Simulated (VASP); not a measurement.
Input of a VASP 6.6.1 run:

Contents of INCAR:

```
  PREC = Accurate
  ENCUT = 520
  EDIFF = 1E-6
  ISMEAR = 0
  SIGMA = 0.1
  LREAL = False
  LASPH = True
  NELM = 80
  ALGO = Fast
  ISIF = 2
  LWAVE = False
  LCHARG = False
  GGA = PS
  NBANDS = 57
```

The input KPOINTS:

```
regular mesh
0
Gamma
  12 12 12
```

The input POSCAR:

```
Zr3N2
1.0
    2.7994692381      1.6162743182      5.1936707893
   -2.7994692381      1.6162743182      5.1936707893
    0.0000000000     -3.2325486364      5.1936707893
Zr N
6 4
Direct
    0.4249855954      0.0750144046      0.7500000000
    0.0750144046      0.7500000000      0.4249855954
    0.7500000000      0.4249855954      0.0750144046
    0.2500000000      0.5750144046      0.9249855954
    0.9249855954      0.2500000000      0.5750144046
    0.5750144046      0.9249855954      0.2500000000
    0.3386685656      0.3386685656      0.3386685656
    0.1613314344      0.1613314344      0.1613314344
    0.8386685656      0.8386685656      0.8386685656
    0.6613314344      0.6613314344      0.6613314344
```

Potentials or basis: VASP PAW PBE potentials, release 64 (Zr_sv, N).

Launch:

```sh
$ cat potpaw_PBE.64/Zr_sv/POTCAR potpaw_PBE.64/N/POTCAR > POTCAR
$ mpirun -np 1 vasp_std > vasp.out
```

Q: What does it give for the band gap on the k mesh?

A: Zero (bands 46 and 47 overlap by 0.98 eV).

Q: What does it give for the largest force?

A: 0.006 eV/Å.

Q: What does it give for the pressure?

A: 0.4 GPa.

Forces on the atoms (eV/Å):
```
Zr  -0.006  0.000  0.000
Zr   0.003  0.005  0.000
Zr   0.003 -0.005  0.000
Zr  -0.003  0.005  0.000
Zr  -0.003 -0.005  0.000
Zr   0.006  0.000  0.000
N    0.000  0.000 -0.002
N    0.000  0.000  0.002
N    0.000  0.000 -0.002
N    0.000  0.000  0.002
```

Caveat: the PAW data sets were made with another functional, which shifts forces and pressure a little.
